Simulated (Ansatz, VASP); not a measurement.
## BeTe in VASP and in Ansatz

```xyz
2
Lattice="0.0000 2.7497 2.7497 2.7497 0.0000 2.7497 2.7497 2.7497 0.0000" Properties=species:S:1:pos:R:3 pbc="T T T"
Be    0.0000    0.0000    0.0000
Te    1.3748    1.3748    1.3748
```

Change from the starting cell: strained cell.

Alike in both runs: functional LDA; k mesh 8 × 8 × 8; occupations gaussian, width 0.02 eV; no spin polarisation.

Ansatz relaxed the structure, and its values are those at the end. VASP's run is a single point on that final structure, the one shown.

|  | VASP | Ansatz |
| --- | --- | --- |
| version | VASP 6.6.1 | Ansatz 0.2.0 |
| potentials or method | VASP PAW LDA potentials, release 64 (Be, Te), cutoff 600 eV | scalar-relativistic, plane waves, PAW |
| valence electrons in the cell | 8 | 18 |

```tsv
	VASP	Ansatz	Ansatz less VASP
gap on the k mesh at the Fermi level (eV)	1.69	1.71	+0.021
least direct gap on the mesh (eV)	3.52	3.56	+0.039
pressure (GPa)	2.3	2.0	-0.31
```

Ansatz warns that its potentials were made for another functional, while VASP's fit it. LDA's correlation is that of Perdew and Zunger in VASP and of Perdew and Wang (1992) in Ansatz. VASP's potentials hold 8 valence electrons a cell and Ansatz's 18, so a difference there can come from the potentials and not from the codes. Ansatz's warnings: stress scf threshold loose.

Neither program's run includes spin-orbit coupling.
